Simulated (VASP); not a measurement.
Crystal: B3C.

```
B C
1.0
    -1.44765    1.44765    3.23372
     1.44765   -1.44765    3.23372
     1.44765    1.44765   -3.23372
B C
3 1
Direct
  0.50000 0.50000 0.00000
  0.25000 0.75000 0.50000
  0.75000 0.25000 0.50000
  0.00000 0.00000 0.00000
```

```yaml
Program: VASP 6.6.1
Task: relaxation of cell and atoms
Functional: PBE
Potentials_or_basis: VASP PAW PBE potentials, release 64 (B, C)
Cutoff: 600 eV
k_mesh: 8 × 8 × 8
Occupations: gaussian, width 0.1 eV
Spin: no spin polarisation
```

At the start: pressure -19.4 GPa; volume 6.78 Å³/atom.

**Question.** How do energy, volume and symmetry change on relaxing?

**Answer.** Over 15 steps the energy falls by 351.2 meV/atom and the volume is 7.44 Å³/atom (+9.8 %); space group I4/mmm (No. 139, to 0.05 Å).

The path:
```tsv
step	energy change (eV)	largest force (eV/Å)	pressure (GPa)	volume (Å³)
1	0.0000	0.0000	-19.41	27.11
2	-0.4157	0.0000	4.06	23.98
3	-0.4244	0.0000	8.40	23.60
4	-0.6714	0.0000	10.11	23.94
5	-1.0571	0.0000	22.37	24.58
6	-1.1972	0.0000	11.58	25.92
7	-1.3138	0.0000	-1.32	28.10
8	-1.3183	0.0000	-3.53	28.68
9	-1.3194	0.0000	-4.80	28.99
10	-1.3197	0.0000	-7.42	29.62
11	-1.3727	0.0000	-7.24	30.59
12	-1.3753	0.0000	-6.17	31.28
13	-1.3793	0.0000	-6.81	30.94
14	-1.4042	0.0000	-0.87	29.91
15	-1.4046	0.0000	0.00	29.77
```

Final structure:
```
B C
1.0
    -1.25331    1.25331    4.73840
     1.25331   -1.25331    4.73840
     1.25331    1.25331   -4.73840
B C
3 1
Cartesian
  0.0000 0.0000 4.7384
  1.2533 0.0000 2.3692
  0.0000 1.2533 2.3692
  1.2533 -1.2533 4.7384
```

Caveat: the k points lie up to 0.44 Å⁻¹ apart in the final cell.
